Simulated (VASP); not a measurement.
# Zn (P6_3/mmc) in VASP: a series of runs, part 2 of 2

VASP 6.6.1.

**4. Electric field gradients, PBE (z stretched by +2 % at fixed volume)**

INCAR

```
SYSTEM = Zn
  PREC = Accurate
  ENCUT = 520
  EDIFF = 1E-8
  ISMEAR = -1
  SIGMA = 0.08
  LREAL = .False.
  LASPH = .True.
  NELM = 60
  ALGO = Normal
  ISIF = 2
  LWAVE = .False.
  LCHARG = .False.
  GGA = PE
  LEFG = .True.
  NBANDS = 19
```

KPOINTS

```
regular mesh
0
Gamma
  18 18 10
  0 0 0
```

POSCAR

```
Zn
1.0
    2.6094193137      0.0000000000      0.0000000000
   -1.3047096568      2.2598234148      0.0000000000
    0.0000000000      0.0000000000      5.1945815853
Zn
2
Direct
    0.3333333333      0.6666666667      0.2500000000
    0.6666666667      0.3333333333      0.7500000000
```

Potentials or basis: VASP PAW PBE potentials, release 64 (Zn).

Started as:

```console
> cat potpaw_PBE.64/Zn/POTCAR > POTCAR
> mpirun -np 1 vasp_std > vasp.out
```

OUTCAR:

```text
SYSTEM = Zn
   PREC = Accurate
   ENCUT = 520
   EDIFF = 1E-8
   ISMEAR = -1
   LREAL = .False.
   LASPH = .True.
   NELM = 60
   ISIF = 2
   GGA = PE

 ion  position               nearest neighbor table
   1  0.333  0.667  0.250-   2 3.00   2 3.00   2 3.00   2 3.00   2 3.00   2 3.00
   2  0.667  0.333  0.750-   1 3.00   1 3.00   1 3.00   1 3.00   1 3.00   1 3.00

  LATTYP: Found a hexagonal cell.
 ALAT       =     2.6094193137
 C/A-ratio  =     1.9907040459

  Lattice vectors:

 A1 = (   2.6094193137,   0.0000000000,   0.0000000000)
 A2 = (  -1.3047096568,   2.2598234148,   0.0000000000)
 A3 = (   0.0000000000,   0.0000000000,   5.1945815853)

Analysis of symmetry for initial positions (statically):
=====================================================================
 Subroutine PRICEL returns:
 Original cell was already a primitive cell.

 Routine SETGRP: Setting up the symmetry group for a
 hexagonal supercell.

 Subroutine GETGRP returns: Found 24 space group operations
 (whereof 12 operations were pure point group operations)
 out of a pool of 24 trial point group operations.

The static configuration has the point symmetry D_3d.
 The point group associated with its full space group is D_6h.

Analysis of symmetry for dynamics (positions and initial velocities):
=====================================================================
 Subroutine PRICEL returns:
 Original cell was already a primitive cell.

 Routine SETGRP: Setting up the symmetry group for a
 hexagonal supercell.

 Subroutine GETGRP returns: Found 24 space group operations
 (whereof 12 operations were pure point group operations)
[... 159 lines left out ...]
  band No.  band energies     occupation
      1      -7.3191      2.00000
      2      -5.7019      2.00000
      3      -4.9579      2.00000
      4      -4.6577      2.00000
      5      -4.6577      2.00000
      6      -4.6233      2.00000
[... 505 lines left out ...]
      6      -4.4611      2.00000
[... 11 lines left out ...]
     18      16.0756      0.00000
     19      17.7493      0.00000

 [... further k-points ...]

------------------------ aborting loop because EDIFF is reached ----------------------------------------

  FORCE on cell =-STRESS in cart. coord.  units (eV):
  Direction    XX          YY          ZZ          XY          YZ          ZX
  --------------------------------------------------------------------------------------
  -------------------------------------------------------------------------------------
  Total        0.4496500      0.4496500     -0.1707358      0.0000000      0.0000000      0.0000000
  in kB       23.5188564     23.5188564     -8.9303031      0.0000000      0.0000000      0.0000000
  external PRESSURE =      12.7024699 kB  Pullay stress =       0.0000000 kB

 VOLUME and BASIS-vectors are now :
 -----------------------------------------------------------------------------
  energy-cutoff  :      520.00
  volume of cell :       30.63
      direct lattice vectors                 reciprocal lattice vectors
     2.609419314  0.000000000  0.000000000     0.383227025  0.221256226  0.000000000
    -1.304709657  2.259823415  0.000000000     0.000000000  0.442512452  0.000000000
     0.000000000  0.000000000  5.194581585     0.000000000  0.000000000  0.192508286

 POSITION                                       TOTAL-FORCE (eV/Angst)
 -----------------------------------------------------------------------------------
     -0.00000      1.50655      1.29865        -0.000000      0.000000     -0.000000
      1.30471      0.75327      3.89594         0.000000     -0.000000      0.000000
 -----------------------------------------------------------------------------------
    total drift:                               -0.000000      0.000000      0.000000

  FREE ENERGIE OF THE ION-ELECTRON SYSTEM (eV)
  ---------------------------------------------------
  free  energy   TOTEN  =        -2.2187230595 eV

  energy  without entropy=       -2.2114725020  energy(sigma->0) =       -2.21509778

 Electric field gradients (V/A^2)
---------------------------------------------------------------------
 ion       V_xx      V_yy      V_zz      V_xy      V_xz      V_yz
---------------------------------------------------------------------
   1     -29.596   -29.596    59.192    -0.001     0.000    -0.000
   2     -29.596   -29.596    59.192    -0.001    -0.000     0.000
---------------------------------------------------------------------

 Electric field gradients after diagonalization (V/A^2)
 (convention: |V_zz| > |V_xx| > |V_yy|)
----------------------------------------------------------------------
 ion       V_xx      V_yy      V_zz     asymmetry (V_yy - V_xx)/ V_zz
----------------------------------------------------------------------
   1     -29.597   -29.595    59.192       0.000
   2     -29.597   -29.595    59.192       0.000
----------------------------------------------------------------------

           NMR quadrupolar parameters

 Cq : quadrupolar parameter    Cq=e*Q*V_zz/h
 eta: asymmetry parameters     (V_yy - V_xx)/ V_zz
 Q  : nuclear electric quadrupole moment in mb (millibarn)
----------------------------------------------------------------------
 ion       Cq(MHz)       eta       Q (mb)
----------------------------------------------------------------------
   1       0.143       0.000       1.000
   2       0.143       0.000       1.000
----------------------------------------------------------------------
```

OSZICAR:

```text
N       E                     dE             d eps       ncg     rms          rms(c)
DAV:   1     0.113274141904E+03    0.11327E+03   -0.12377E+04  8732   0.199E+03
DAV:   2     0.278126655575E+01   -0.11049E+03   -0.10664E+03  8471   0.295E+02
DAV:   3    -0.240107433335E+01   -0.51823E+01   -0.51620E+01  9444   0.700E+01
DAV:   4    -0.243266694110E+01   -0.31593E-01   -0.31584E-01  9362   0.566E+00
DAV:   5    -0.243270862859E+01   -0.41687E-04   -0.41688E-04  9182   0.186E-01    0.403E+00
DAV:   6    -0.223265338023E+01    0.20006E+00   -0.78606E-01  9382   0.187E+01    0.297E+00
DAV:   7    -0.222325326781E+01    0.94001E-02   -0.27201E-02 10596   0.276E+00    0.153E+00
DAV:   8    -0.221870174294E+01    0.45515E-02   -0.21207E-03 11104   0.694E-01    0.502E-02
DAV:   9    -0.221872022813E+01   -0.18485E-04   -0.29927E-04 11035   0.217E-01    0.347E-02
DAV:  10    -0.221872354289E+01   -0.33148E-05   -0.26474E-05  8915   0.624E-02    0.300E-03
DAV:  11    -0.221872341662E+01    0.12628E-06   -0.13610E-07  9603   0.313E-03    0.209E-03
DAV:  12    -0.221872306229E+01    0.35432E-06   -0.40486E-08 10848   0.378E-03    0.167E-04
DAV:  13    -0.221872305951E+01    0.27821E-08   -0.25634E-09  5060   0.507E-04
   1 F= -.22187231E+01 E0= -.22150978E+01  d E =-.725056E-02
```

Wall time 2.1 min (1 thread of Intel Xeon 8259CL, shared host); peak memory 0.22 GiB.

What came out:

```yaml
Free_energy: -2.2187 eV
Pressure: 1.3 GPa
Band_gap_on_the_k_mesh: zero (bands 12 and 13 overlap by 5.56 eV)
Largest_electric_field_gradient_by_atom: Zn +59.2 V/Å²
```

Levels at points of the mesh, in eV from the Fermi level:
| k point | band 9 | band 10 | band 11 | band 12 | band 13 | band 14 | band 15 | band 16 |
| --- | --- | --- | --- | --- | --- | --- | --- | --- |
| (0.00, 0.00, 0.00) | -7.14 | -6.99 | -6.99 | -3.75 | -3.69 | 11.45 | 15.39 | 18.93 |
| (0.50, 0.00, 0.00) | -6.75 | -6.74 | -2.47 | -1.71 | 2.33 | 3.72 | 3.85 | 5.75 |
| (0.00, 0.00, 0.50) | -7.06 | -7.06 | -7.06 | -7.06 | 3.44 | 3.44 | 20.06 | 20.06 |
| (0.50, 0.00, 0.50) | -6.75 | -6.75 | -1.62 | -1.62 | 0.50 | 0.50 | 9.38 | 9.38 |

Electric field gradients, principal values (V/Å²):
```csv
atom,least,middle,greatest (by size)
1 Zn,-29.595,-29.597,59.192
2 Zn,-29.595,-29.597,59.192
```

Caveat: without QUAD_EFG the Cq values of the log hold for a quadrupole moment of 1 mb, not for the nuclei.

**5. Electric field gradients, PBE (z stretched by +2 % at fixed volume)**

INCAR

```
ALGO = Normal ; EDIFF = 1E-8
ENCUT = 520 ; GGA = PE
ISIF = 2 ; ISMEAR = -1
LASPH = T ; LCHARG = F
LEFG = T ; LREAL = F
LWAVE = F ; NBANDS = 19
NELM = 60 ; PREC = Accurate
SIGMA = 0.08
```

KPOINTS

```
k-points
0
Gamma
  18 18 10
```

POSCAR is that of step 4.

Potentials or basis: VASP PAW PBE potentials, release 64 (Zn).

Started as:

```console
> cat potpaw_PBE.64/Zn/POTCAR > POTCAR
> mpirun -np 1 vasp_std > vasp.out
```

OUTCAR:

```text
EDIFF = 1E-8
   ENCUT = 520
   GGA = PE
   ISIF = 2
   ISMEAR = -1
   LASPH = T
   LREAL = F
   NELM = 60
   PREC = Accurate

 ion  position               nearest neighbor table
   1  0.333  0.667  0.250-   2 3.00   2 3.00   2 3.00   2 3.00   2 3.00   2 3.00
   2  0.667  0.333  0.750-   1 3.00   1 3.00   1 3.00   1 3.00   1 3.00   1 3.00

  LATTYP: Found a hexagonal cell.
 ALAT       =     2.6094193137
 C/A-ratio  =     1.9907040459

  Lattice vectors:

 A1 = (   2.6094193137,   0.0000000000,   0.0000000000)
 A2 = (  -1.3047096568,   2.2598234148,   0.0000000000)
 A3 = (   0.0000000000,   0.0000000000,   5.1945815853)

Analysis of symmetry for initial positions (statically):
=====================================================================
 Subroutine PRICEL returns:
 Original cell was already a primitive cell.

 Routine SETGRP: Setting up the symmetry group for a
 hexagonal supercell.

 Subroutine GETGRP returns: Found 24 space group operations
 (whereof 12 operations were pure point group operations)
 out of a pool of 24 trial point group operations.

The static configuration has the point symmetry D_3d.
 The point group associated with its full space group is D_6h.

Analysis of symmetry for dynamics (positions and initial velocities):
=====================================================================
 Subroutine PRICEL returns:
 Original cell was already a primitive cell.

 Routine SETGRP: Setting up the symmetry group for a
 hexagonal supercell.

 Subroutine GETGRP returns: Found 24 space group operations
 (whereof 12 operations were pure point group operations)
 out of a pool of 24 trial point group operations.

The dynamic configuration has the point symmetry D_3d.
 The point group associated with its full space group is D_6h.

 Subroutine INISYM returns: Found 24 space group operations
 (whereof 12 operations are pure point group operations),
 and found     1 'primitive' translations

----------------------------------------------------------------------------------------

                                     Primitive cell

  volume of cell :      30.6315

  direct lattice vectors                    reciprocal lattice vectors
     2.609419314  0.000000000  0.000000000     0.383227025  0.221256226  0.000000000
    -1.304709657  2.259823415  0.000000000     0.000000000  0.442512452  0.000000000
     0.000000000  0.000000000  5.194581585     0.000000000  0.000000000  0.192508286

  length of vectors
     2.609419314  2.609419314  5.194581585     0.442512452  0.442512452  0.192508286

  position of ions in fractional coordinates (direct lattice)
     0.333333333  0.666666667  0.250000000
     0.666666667  0.333333333  0.750000000

  ion indices of the primitive-cell ions
   primitive index   ion index
                 1           1
                 2           2

----------------------------------------------------------------------------------------

 KPOINTS: k-points

[... 72 lines left out ...]
   NFREE  =      0    steps in history (QN), initial steepest desc. (CG)
   ISIF   =      2    stress and relaxation
   ISYM   =      2    0-nonsym 1-usesym 2-fastsym
   POTIM  = 0.5000    time-step for ionic-motion
   TEBEG  =    0.0;   TEEND  =   0.0 temperature during run
   PSTRESS=    0.0 pullay stress
   NELECT =      24.0000    total number of electrons
   NUPDOWN=      -1.0000    fix difference up-down
   EMIN   =  10.00;   EMAX   =-10.00  energy-range for DOS
   EFERMI =   0.00;   METHOD = LEGACY
   ISMEAR =    -1;   SIGMA  =   0.08  broadening in eV -4-tet -1-fermi 0-gaus
   EFERMI_NEDOS =   21; number of points for ismear=-14 and -15
   IALGO  =     38    algorithm
   IMIX   =      4    mixing-type and parameters
     AMIX     =   0.40;   BMIX     =  1.00
     AMIX_MAG =   1.60;   BMIX_MAG =  1.00
  volume/ion in A,a.u.               =      15.32       103.36
  Fermi-wavevector in a.u.,A,eV,Ry     =   1.509231  2.852032 30.991037  2.277777
  Thomas-Fermi vector in A             =   2.619580
   LORBIT       =      0    0 simple, 1 ext, 2 COOP (PROOUT), +10 PAW based schemes
   GGA     = PE    functional components
   LHFCALC =     F    Hartree Fock is set to
   AEXX    =    0.0000 exact exchange contribution
   IVDW    =     0    specifies the selected vdW correction
   LEPSILON=     F    determine dielectric tensor
   LRPA    =     F    only Hartree local field effects (RPA)
 non-spin polarized calculation
  energy-cutoff  :      520.00
  volume of cell :       30.63
 maximum number of plane-waves:       848
 NGX is ok and might be reduce to    20
   NGX =  9   NGY =  9   NGZ = 19

 number of electron      23.9999993 magnetization

 Free energy of the ion-electron system (eV)
  ---------------------------------------------------
  ext. energy  EPLUGINS =         0.00000000
  ---------------------------------------------------
  free energy    TOTEN  =        -2.21872306 eV

  energy without entropy =       -2.21147250  energy(sigma->0) =       -2.21509778

 E-fermi :   2.9378     XC(G=0): -11.4940

 val. band max:        2.9128398293   @ k =   0.3889   0.2222   0.5000
 cond. band min:       3.0007232883   @ k =   0.1667   0.0556   0.2000
 fundamental gap:      0.0878834590
 Fermi energy:         2.9377600066

 k-point     1 :       0.0000    0.0000    0.0000
  band No.  band energies     occupation
      1      -7.3191      2.00000
      2      -5.7019      2.00000
      3      -4.9579      2.00000
      4      -4.6577      2.00000
      5      -4.6577      2.00000
      6      -4.6233      2.00000
[... 505 lines left out ...]
      6      -4.4611      2.00000
[... 11 lines left out ...]
     18      16.0756      0.00000
     19      17.7493      0.00000

 [... further k-points ...]

------------------------ aborting loop because EDIFF is reached ----------------------------------------

  FORCE on cell =-STRESS in cart. coord.  units (eV):
  Direction    XX          YY          ZZ          XY          YZ          ZX
  --------------------------------------------------------------------------------------
  -------------------------------------------------------------------------------------
  Total        0.4496500      0.4496500     -0.1707358      0.0000000      0.0000000      0.0000000
  in kB       23.5188564     23.5188564     -8.9303031      0.0000000      0.0000000      0.0000000
  external PRESSURE =      12.7024699 kB  Pullay stress =       0.0000000 kB

 VOLUME and BASIS-vectors are now :
 -----------------------------------------------------------------------------
  energy-cutoff  :      520.00
  volume of cell :       30.63
      direct lattice vectors                 reciprocal lattice vectors
     2.609419314  0.000000000  0.000000000     0.383227025  0.221256226  0.000000000
    -1.304709657  2.259823415  0.000000000     0.000000000  0.442512452  0.000000000
     0.000000000  0.000000000  5.194581585     0.000000000  0.000000000  0.192508286

 POSITION                                       TOTAL-FORCE (eV/Angst)
 -----------------------------------------------------------------------------------
     -0.00000      1.50655      1.29865        -0.000000      0.000000     -0.000000
      1.30471      0.75327      3.89594         0.000000     -0.000000      0.000000
 -----------------------------------------------------------------------------------
    total drift:                               -0.000000      0.000000      0.000000

  FREE ENERGIE OF THE ION-ELECTRON SYSTEM (eV)
  ---------------------------------------------------
  free  energy   TOTEN  =        -2.2187230595 eV

  energy  without entropy=       -2.2114725020  energy(sigma->0) =       -2.21509778

 Electric field gradients (V/A^2)
---------------------------------------------------------------------
 ion       V_xx      V_yy      V_zz      V_xy      V_xz      V_yz
---------------------------------------------------------------------
   1     -29.596   -29.596    59.192    -0.001     0.000    -0.000
   2     -29.596   -29.596    59.192    -0.001    -0.000     0.000
---------------------------------------------------------------------

 Electric field gradients after diagonalization (V/A^2)
 (convention: |V_zz| > |V_xx| > |V_yy|)
----------------------------------------------------------------------
 ion       V_xx      V_yy      V_zz     asymmetry (V_yy - V_xx)/ V_zz
----------------------------------------------------------------------
   1     -29.597   -29.595    59.192       0.000
   2     -29.597   -29.595    59.192       0.000
----------------------------------------------------------------------

           NMR quadrupolar parameters

 Cq : quadrupolar parameter    Cq=e*Q*V_zz/h
 eta: asymmetry parameters     (V_yy - V_xx)/ V_zz
 Q  : nuclear electric quadrupole moment in mb (millibarn)
----------------------------------------------------------------------
 ion       Cq(MHz)       eta       Q (mb)
----------------------------------------------------------------------
   1       0.143       0.000       1.000
   2       0.143       0.000       1.000
----------------------------------------------------------------------
```

OSZICAR:

```text
N       E                     dE             d eps       ncg     rms          rms(c)
DAV:   1     0.113274141904E+03    0.11327E+03   -0.12377E+04  8732   0.199E+03
DAV:   2     0.278126655575E+01   -0.11049E+03   -0.10664E+03  8471   0.295E+02
DAV:   3    -0.240107433335E+01   -0.51823E+01   -0.51620E+01  9444   0.700E+01
DAV:   4    -0.243266694110E+01   -0.31593E-01   -0.31584E-01  9362   0.566E+00
DAV:   5    -0.243270862859E+01   -0.41687E-04   -0.41688E-04  9182   0.186E-01    0.403E+00
DAV:   6    -0.223265338023E+01    0.20006E+00   -0.78606E-01  9382   0.187E+01    0.297E+00
DAV:   7    -0.222325326781E+01    0.94001E-02   -0.27201E-02 10596   0.276E+00    0.153E+00
DAV:   8    -0.221870174294E+01    0.45515E-02   -0.21207E-03 11104   0.694E-01    0.502E-02
DAV:   9    -0.221872022813E+01   -0.18485E-04   -0.29927E-04 11035   0.217E-01    0.347E-02
DAV:  10    -0.221872354289E+01   -0.33148E-05   -0.26474E-05  8915   0.624E-02    0.300E-03
DAV:  11    -0.221872341662E+01    0.12628E-06   -0.13610E-07  9603   0.313E-03    0.209E-03
DAV:  12    -0.221872306229E+01    0.35432E-06   -0.40486E-08 10848   0.378E-03    0.167E-04
DAV:  13    -0.221872305951E+01    0.27821E-08   -0.25634E-09  5060   0.507E-04
   1 F= -.22187231E+01 E0= -.22150978E+01  d E =-.725056E-02
```

Wall time 2.1 min (1 thread of Intel Xeon 8259CL, shared host); peak memory 0.22 GiB.

What came out:

```yaml
Free_energy: -2.2187 eV
Pressure: 1.3 GPa
Band_gap_on_the_k_mesh: zero (bands 12 and 13 overlap by 5.56 eV)
Largest_electric_field_gradient_by_atom: Zn +59.2 V/Å²
```

Electric field gradients, principal values (V/Å²):
| atom | least | middle | greatest (by size) |
| --- | --- | --- | --- |
| 1 Zn | -29.595 | -29.597 | 59.192 |
| 2 Zn | -29.595 | -29.597 | 59.192 |

Caveat: without QUAD_EFG the Cq values of the log hold for a quadrupole moment of 1 mb, not for the nuclei.

The gap in the log of VASP goes by the Fermi energy; the results here count the filled bands.